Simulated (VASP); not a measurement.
Runs of VASP 6.6.1 on Cu. The structure is that of space group Fm-3m (No. 225), or close to it. The cells are those of the table. 

```tsv
cell	further INCAR settings	gap on the mesh (eV)	pressure (GPa)
a = 2.556, b = 2.604 Å, angles 59.4, 58.8, 59.4°, 1 atom	ALGO = Fast; EDIFF = 1e-06; NBANDS = 12	none	(a)
a = 2.556, b = 2.588 Å, angles 59.6, 59.2, 59.6°, 1 atom	ALGO = Fast; EDIFF = 1e-06; NBANDS = 12	none	(b)
a = 2.556, b = 2.572 Å, angles 59.8, 59.6, 59.8°, 1 atom	ALGO = Fast; EDIFF = 1e-06; NBANDS = 12	none	2.2
a = 2.557, b = 2.652 Å, angles 58.8, 57.5, 58.8°, 1 atom	ALGO = Fast; EDIFF = 1e-06; NBANDS = 12	none	3.2
a = 2.557, b = 2.668 Å, angles 58.6, 57.1, 58.6°, 1 atom	ALGO = Fast; EDIFF = 1e-07; NBANDS = 12	none	3.6
```

Alike in all rows: task single point; level PBE; potentials or basis VASP PAW PBE potentials, release 64 (Cu); no spin polarisation; k mesh 22 × 22 × 22; cutoff (eV) 520; smearing gaussian 0.15 eV.

Q: Fill in the values left out.

A: (a) 2.5; (b) 2.3.

A gap of «none» marks levels without a gap at the run's occupations.
